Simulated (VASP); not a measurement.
Wanted: the native input for a VASP 6.6.1 run.

```
Task                   : single point
Functional             : PBE
Dispersion             : D3(BJ)
Potentials or basis    : VASP PAW PBE potentials, release 64 (C)
Cutoff                 : 520 eV
k mesh                 : 22 × 22 × 8
Occupations            : gaussian, width 0.15 eV
Spin                   : no spin polarisation
Dipole correction      : no
Further INCAR settings : ALGO = Normal; EDIFF = 1e-06; NBANDS = 16
```

The structure of C lies in POSCAR:

```
C
1.0
    1.2327689981     -2.1341461166      0.0000000000
    1.2327689981      2.1341461166      0.0000000000
    0.0000000000      0.0000000000      6.7989836842
C
4
Direct
    0.0458385869      0.8979501194      0.7500000000
    0.5833101797      0.4166898203      0.2500000000
    0.9166898203      0.0833101797      0.2500000000
    0.4166898203      0.5833101797      0.7500000000
```

This cell differs from its parent crystal: atom 1 (C) moved +0.080 Å towards its neighbour atom 4 (C) at 1.423 Å.

These files were run (other wordings do the same):

INCAR

```
PREC = Accurate ; ENCUT = 520
EDIFF = 1E-6 ; ISMEAR = 0
SIGMA = 0.15 ; LREAL = False
LASPH = True ; NELM = 60
ALGO = Normal ; ISIF = 2
LWAVE = False ; LCHARG = True
GGA = PE ; IVDW = 12
LELF = True ; LVHAR = True
NBANDS = 16
```

KPOINTS

```
Automatic mesh
0
Gamma
  22 22 8
```

Potentials or basis: VASP PAW PBE potentials, release 64 (C).

Command:

```console
$ cat potpaw_PBE.64/C/POTCAR > POTCAR
$ mpirun -np 1 vasp_std > vasp.out
```

Results of the run:

```yaml
Pressure: 2.0 GPa
Largest_force: 4.765 eV/Å
Dispersion_energy_per_atom: -0.154 eV
```

Caveat: the cell differs from its parent crystal (atom 1 (C) moved +0.080 Å towards its neighbour atom 4 (C) at 1.423 Å); forces of over 1 eV/Å act on the atoms, so gaps and moduli don't describe the material at rest.

Run time: 7.8 min on 1 thread of Oxide Virtual Turin-like Processor, on a shared host, peak memory 0.53 GiB.
